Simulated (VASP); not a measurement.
Runs of VASP 6.6.1 on MgS. The structure is that of space group Fm-3m (No. 225), or close to it. The cells are those of the table. 

```csv
task,cell,cutoff (eV),gap on the mesh (eV),pressure (GPa)
single point,"a = 3.712 Å, angles 60.0, 60.0, 90.0°, 2 atoms",520,3.38,-2.5
single point,"a = 3.588 Å, angles 60.0, 60.0, 90.0°, 2 atoms",520,(a),6.5
single point,"a = 3.650 Å, angles 60.0, 60.0, 90.0°, 2 atoms",520,3.49,(b)
relaxation of cell and atoms,"relaxed to -2 GPa from a = 3.679 Å, angles 60.0, 60.0, 90.0°, 2 atoms",600,3.39,-2.0
single point,"a = 3.623 Å, angles 60.0, 60.0, 90.0°, 2 atoms",520,3.53,3.5
single point,"a = 3.556 Å, angles 60.0, 60.0, 90.0°, 2 atoms",520,3.65,9.5
```

Alike in all rows: level r2SCAN; potentials or basis VASP PAW PBE potentials, release 64 (Mg, S); no spin polarisation; k mesh 8 × 8 × 8; smearing gaussian 0.01 eV.

Q: Estimate the missing entries.

A: (a) 3.59; (b) 1.5.

Caveats: the PAW data sets were made with another functional, which shifts forces and pressure a little; the cell is relaxed towards a set pressure, so the enthalpy falls and the energy may rise (some runs).

A k mesh can miss the band edges.
